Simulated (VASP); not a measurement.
# Cu (P6_3/mmc) in VASP: electric field gradients with PBEsol

Aim: the electric field gradients of Cu with PBEsol.

Everything below comes from runs of VASP 6.6.1. Logs are shortened: lines on timing, memory, paths and dates and some standing lists are left out, and cuts for length are marked.

**1. The cell of the first run**

The structure is hexagonal, space group P6_3/mmc (No. 194). The conventional cell has a = 2.534 Å, b = 2.534 Å, c = 4.113 Å, α = 90.00°, β = 90.00°, γ = 120.00°. Within 3.3 Å of Cu (site symmetry -6m2) lie 12 Cu at 2.52 to 2.53 Å.

This isn't the form of Cu at room conditions, which is fcc.

**2. Electric field gradients, PBEsol**

INCAR reads:

```
PREC = Accurate
ENCUT = 610
EDIFF = 1E-8
ISMEAR = 0
SIGMA = 0.1
LREAL = False
LASPH = True
NELM = 120
ALGO = Normal
ISIF = 2
LWAVE = False
LCHARG = False
GGA = PS
LEFG = True
NBANDS = 26
GGA_COMPAT = False
```

KPOINTS reads:

```
regular mesh
0
Gamma
  3 3 2
```

POSCAR reads:

```
Cu
1.0
    2.5340966698      0.0000000000      0.0000000000
   -1.2670483349      2.1945920917      0.0000000000
    0.0000000000      0.0000000000      4.1125710000
Cu
2
Direct
    0.3333333333      0.6666666667      0.2500000000
    0.6666666667      0.3333333333      0.7500000000
```

Potentials or basis: VASP PAW PBE potentials, release 64 (Cu_sv_GW).

The run is started by

```
> cat potpaw_PBE.64/Cu_sv_GW/POTCAR > POTCAR
> mpirun -np 1 vasp_std > vasp.out
```

OUTCAR:

```text
PREC = Accurate
   ENCUT = 610
   EDIFF = 1E-8
   ISMEAR = 0
   LREAL = False
   LASPH = True
   NELM = 120
   ISIF = 2
   GGA = PS

 ion  position               nearest neighbor table
   1  0.333  0.667  0.250-   2 2.52   2 2.52   2 2.52   2 2.52   2 2.52   2 2.52
   2  0.667  0.333  0.750-   1 2.52   1 2.52   1 2.52   1 2.52   1 2.52   1 2.52

  LATTYP: Found a hexagonal cell.
 ALAT       =     2.5340966698
 C/A-ratio  =     1.6228942838

  Lattice vectors:

 A1 = (   2.5340966698,   0.0000000000,   0.0000000000)
 A2 = (  -1.2670483349,   2.1945920917,   0.0000000000)
 A3 = (   0.0000000000,   0.0000000000,   4.1125710000)

Analysis of symmetry for initial positions (statically):
=====================================================================
 Subroutine PRICEL returns:
 Original cell was already a primitive cell.

 Routine SETGRP: Setting up the symmetry group for a
 hexagonal supercell.

 Subroutine GETGRP returns: Found 24 space group operations
 (whereof 12 operations were pure point group operations)
 out of a pool of 24 trial point group operations.

The static configuration has the point symmetry D_3d.
 The point group associated with its full space group is D_6h.

Analysis of symmetry for dynamics (positions and initial velocities):
=====================================================================
 Subroutine PRICEL returns:
 Original cell was already a primitive cell.

 Routine SETGRP: Setting up the symmetry group for a
 hexagonal supercell.

 Subroutine GETGRP returns: Found 24 space group operations
 (whereof 12 operations were pure point group operations)
 out of a pool of 24 trial point group operations.

The dynamic configuration has the point symmetry D_3d.
 The point group associated with its full space group is D_6h.

 Subroutine INISYM returns: Found 24 space group operations
 (whereof 12 operations are pure point group operations),
 and found     1 'primitive' translations

----------------------------------------------------------------------------------------

                                     Primitive cell

  volume of cell :      22.8713

  direct lattice vectors                    reciprocal lattice vectors
     2.534096670  0.000000000  0.000000000     0.394617937  0.227832772  0.000000000
    -1.267048335  2.194592092  0.000000000     0.000000000  0.455665544  0.000000000
     0.000000000  0.000000000  4.112571000     0.000000000  0.000000000  0.243156896

  length of vectors
     2.534096670  2.534096670  4.112571000     0.455665544  0.455665544  0.243156896

  position of ions in fractional coordinates (direct lattice)
     0.333333333  0.666666667  0.250000000
     0.666666667  0.333333333  0.750000000

  ion indices of the primitive-cell ions
   primitive index   ion index
                 1           1
                 2           2

----------------------------------------------------------------------------------------

 KPOINTS: regular mesh

Automatic generation of k-mesh.
 Grid dimensions read from file:
 generate k-points for:    3    3    2

 Generating k-lattice:

  Cartesian coordinates                     Fractional coordinates (reciprocal lattice)
     0.131539312  0.075944257  0.000000000     0.333333333 -0.000000000  0.000000000
     0.000000000  0.151888515  0.000000000     0.000000000  0.333333333  0.000000000
     0.000000000  0.000000000  0.121578448     0.000000000  0.000000000  0.500000000

  Length of vectors
     0.151888515  0.151888515  0.121578448

  Shift w.r.t. Gamma in fractional coordinates (k-lattice)
     0.000000000  0.000000000  0.000000000

 Subroutine IBZKPT returns following result:
 ===========================================

 Found      6 irreducible k-points:

 Following reciprocal coordinates:
            Coordinates               Weight
  0.000000  0.000000  0.000000      1.000000
  0.333333 -0.000000  0.000000      6.000000
  0.333333  0.333333  0.000000      2.000000
  0.000000  0.000000  0.500000      1.000000
  0.333333 -0.000000  0.500000      6.000000
  0.333333  0.333333  0.500000      2.000000
   k-points           NKPTS =      6   k-points in BZ     NKDIM =      6   number of bands    NBANDS=     26
   number of dos      NEDOS =    301   number of ions     NIONS =      2
   total plane-waves  NPLWV =  14400
   dimension x,y,z NGX =    20 NGY =   20 NGZ =   36
   dimension x,y,z NGXF=    40 NGYF=   40 NGZF=   72
   ions per type =               2
   NGX,Y,Z   is equivalent  to a cutoff of  13.12, 13.12, 14.55 a.u.
   NGXF,Y,Z  is equivalent  to a cutoff of  26.24, 26.24, 29.11 a.u.
 SYSTEM =  unknown system
   PREC   = accura    normal or accurate (medium, high low for compatibility)
   ISTART =      0    job   : 0-new  1-cont  2-samecut
   ICHARG =      2    charge: 1-file 2-atom 10-const
   ISPIN  =      1    spin polarized calculation?
   LNONCOLLINEAR =      F non collinear calculations
   LSORBIT =      F    spin-orbit coupling
   LASPH  =      T    aspherical Exc in radial PAW
   ENCUT  =  610.0 eV  44.83 Ry    6.70 a.u.   5.10  5.10  8.28*2*pi/ulx,y,z
   NELM   =    120;   NELMIN=  2; NELMDL= -5     # of ELM steps
   EDIFF  = 0.1E-07   stopping-criterion for ELM
   LREAL  =      F    real-space projection
   EDIFFG = 0.1E-06   stopping-criterion for IOM
   NSW    =      0    number of steps for IOM
   IBRION =     -1    ionic relax: 0-MD 1-quasi-New 2-CG
   NFREE  =      0    steps in history (QN), initial steepest desc. (CG)
   ISIF   =      2    stress and relaxation
   ISYM   =      2    0-nonsym 1-usesym 2-fastsym
   POTIM  = 0.5000    time-step for ionic-motion
   TEBEG  =    0.0;   TEEND  =   0.0 temperature during run
   PSTRESS=    0.0 pullay stress
   NELECT =      38.0000    total number of electrons
   NUPDOWN=      -1.0000    fix difference up-down
   EMIN   =  10.00;   EMAX   =-10.00  energy-range for DOS
   EFERMI =   0.00;   METHOD = LEGACY
   ISMEAR =     0;   SIGMA  =   0.10  broadening in eV -4-tet -1-fermi 0-gaus
   EFERMI_NEDOS =   21; number of points for ismear=-14 and -15
   IALGO  =     38    algorithm
   IMIX   =      4    mixing-type and parameters
     AMIX     =   0.40;   BMIX     =  1.00
     AMIX_MAG =   1.60;   BMIX_MAG =  1.00
  volume/ion in A,a.u.               =      11.44        77.17
  Fermi-wavevector in a.u.,A,eV,Ry     =   1.938977  3.664134 51.152874  3.759630
  Thomas-Fermi vector in A             =   2.969205
   LORBIT       =      0    0 simple, 1 ext, 2 COOP (PROOUT), +10 PAW based schemes
   GGA     = PS    functional components
   LHFCALC =     F    Hartree Fock is set to
   AEXX    =    0.0000 exact exchange contribution
   IVDW    =     0    specifies the selected vdW correction
   LEPSILON=     F    determine dielectric tensor
   LRPA    =     F    only Hartree local field effects (RPA)
 non-spin polarized calculation
 Gauss-broadening in eV      SIGMA  =   0.10
  energy-cutoff  :      610.00
  volume of cell :       22.87
 maximum number of plane-waves:       791
   NGX = 11   NGY = 11   NGZ = 17

 number of electron      37.9999980 magnetization

 Free energy of the ion-electron system (eV)
  ---------------------------------------------------
  ext. energy  EPLUGINS =         0.00000000
  ---------------------------------------------------
  free energy    TOTEN  =        -8.99686653 eV

  energy without entropy =       -8.96109171  energy(sigma->0) =       -8.97897912

 E-fermi :   6.6773     XC(G=0): -13.7643

 val. band max:        6.6625902732   @ k =   0.0000   0.0000   0.0000
 cond. band min:      10.7913953583   @ k =   0.3333   0.3333   0.0000
 fundamental gap:      4.1288050851
 Fermi energy:         6.6772692893

 k-point     1 :       0.0000    0.0000    0.0000
  band No.  band energies     occupation
      1    -104.5548      2.00000
      2    -104.5383      2.00000
      3     -62.2079      2.00000
      4     -62.0814      2.00000
      5     -62.0224      2.00000
      6     -62.0224      2.00000
[... 18 lines left out ...]
     25      31.4811      0.00000
     26      31.4984      0.00000

 k-point     2 :       0.3333   -0.0000    0.0000
  band No.  band energies     occupation
      1    -104.5434      2.00000
      2    -104.5342      2.00000
      3     -62.1727      2.00000
      4     -62.1001      2.00000
      5     -62.0905      2.00000
      6     -62.0728      2.00000
[... 18 lines left out ...]
     25      23.5956      0.00000
     26      27.5385      0.00000

 k-point     3 :       0.3333    0.3333    0.0000
  band No.  band energies     occupation
      1    -104.5346      2.00000
      2    -104.5346      2.00000
      3     -62.1322      2.00000
      4     -62.1322      2.00000
      5     -62.0950      2.00000
      6     -62.0773      2.00000
[... 18 lines left out ...]
     25      21.0024      0.00000
     26      21.1953      0.00000

 k-point     4 :       0.0000    0.0000    0.5000
  band No.  band energies     occupation
      1    -104.5465      2.00000
      2    -104.5465      2.00000
      3     -62.1449      2.00000
      4     -62.1449      2.00000
      5     -62.0128      2.00000
      6     -62.0128      2.00000
[... 18 lines left out ...]
     25      31.7134      0.00000
     26      31.7143      0.00000

 k-point     5 :       0.3333   -0.0000    0.5000
  band No.  band energies     occupation
      1    -104.5387      2.00000
      2    -104.5387      2.00000
      3     -62.1493      2.00000
      4     -62.1493      2.00000
      5     -62.0685      2.00000
      6     -62.0685      2.00000
[... 18 lines left out ...]
     25      25.2392      0.00000
     26      25.2448      0.00000

 k-point     6 :       0.3333    0.3333    0.5000
  band No.  band energies     occupation
      1    -104.5345      2.00000
      2    -104.5345      2.00000
      3     -62.1496      2.00000
      4     -62.1496      2.00000
      5     -62.0768      2.00000
      6     -62.0768      2.00000
[... 18 lines left out ...]
     25      28.4920      0.00000
     26      28.8528      0.00000

------------------------ aborting loop because EDIFF is reached ----------------------------------------

  FORCE on cell =-STRESS in cart. coord.  units (eV):
  Direction    XX          YY          ZZ          XY          YZ          ZX
  --------------------------------------------------------------------------------------
  -------------------------------------------------------------------------------------
  Total       -1.1521886     -1.1521886     -0.6646107      0.0000000     -0.0000000     -0.0000000
  in kB      -80.7130518    -80.7130518    -46.5572731      0.0000000     -0.0000000     -0.0000000
  external PRESSURE =     -69.3277922 kB  Pullay stress =       0.0000000 kB

 VOLUME and BASIS-vectors are now :
 -----------------------------------------------------------------------------
  energy-cutoff  :      610.00
  volume of cell :       22.87
      direct lattice vectors                 reciprocal lattice vectors
     2.534096670  0.000000000  0.000000000     0.394617937  0.227832772  0.000000000
    -1.267048335  2.194592092  0.000000000     0.000000000  0.455665544  0.000000000
     0.000000000  0.000000000  4.112571000     0.000000000  0.000000000  0.243156896

 POSITION                                       TOTAL-FORCE (eV/Angst)
 -----------------------------------------------------------------------------------
     -0.00000      1.46306      1.02814         0.000000      0.000000      0.000000
      1.26705      0.73153      3.08443        -0.000000     -0.000000      0.000000
 -----------------------------------------------------------------------------------
    total drift:                               -0.000001      0.000000     -0.000000

  FREE ENERGIE OF THE ION-ELECTRON SYSTEM (eV)
  ---------------------------------------------------
  free  energy   TOTEN  =        -8.9968665311 eV

  energy  without entropy=       -8.9610917118  energy(sigma->0) =       -8.97897912

 Electric field gradients (V/A^2)
---------------------------------------------------------------------
 ion       V_xx      V_yy      V_zz      V_xy      V_xz      V_yz
---------------------------------------------------------------------
   1     -10.136   -10.123    20.259     0.011     0.000     0.000
   2     -10.136   -10.123    20.259     0.011     0.000     0.000
---------------------------------------------------------------------

 Electric field gradients after diagonalization (V/A^2)
 (convention: |V_zz| > |V_xx| > |V_yy|)
----------------------------------------------------------------------
 ion       V_xx      V_yy      V_zz     asymmetry (V_yy - V_xx)/ V_zz
----------------------------------------------------------------------
   1     -10.142   -10.117    20.259       0.001
   2     -10.142   -10.117    20.259       0.001
----------------------------------------------------------------------

           NMR quadrupolar parameters

 Cq : quadrupolar parameter    Cq=e*Q*V_zz/h
 eta: asymmetry parameters     (V_yy - V_xx)/ V_zz
 Q  : nuclear electric quadrupole moment in mb (millibarn)
----------------------------------------------------------------------
 ion       Cq(MHz)       eta       Q (mb)
----------------------------------------------------------------------
   1       0.049       0.001       1.000
   2       0.049       0.001       1.000
----------------------------------------------------------------------
```

It took 9.3 s on 1 thread of Intel Xeon Platinum 8375C at 2.90GHz (Ice Lake), shared host; peak memory 0.14 GiB.

What came out:

| Item | Value |
| --- | --- |
| Free energy | -8.9969 eV |
| Pressure | -6.9 GPa |
| Band gap on the k mesh | zero (bands 19 and 20 overlap by 6.05 eV) |
| Largest electric field gradient by atom | Cu +20.3 V/Å² |

Levels at points of the mesh, in eV from the Fermi level:
```
           k point  band 16  band 17  band 18  band 19  band 20  band 21  band 22  band 23
(0.00, 0.00, 0.00)    -1.46    -1.46    -0.65    -0.65    -0.01     5.08    22.65    23.11
(0.00, 0.00, 0.50)    -1.97    -0.88    -0.88    -0.88    -0.88    13.94    13.94    23.35
```

Electric field gradients, principal values (V/Å²):
```csv
atom,least,middle,greatest (by size)
1 Cu,-10.117,-10.142,20.259
2 Cu,-10.117,-10.142,20.259
```

Caveat: the k points lie up to 0.95 Å⁻¹ apart, too coarse for converged energies and pressures of a metal; without QUAD_EFG the Cq values of the log hold for a quadrupole moment of 1 mb, not for the nuclei; the PAW data sets were made with another functional, which shifts forces and pressure a little.

The gap in the log of VASP goes by the Fermi energy; the results here count the filled bands.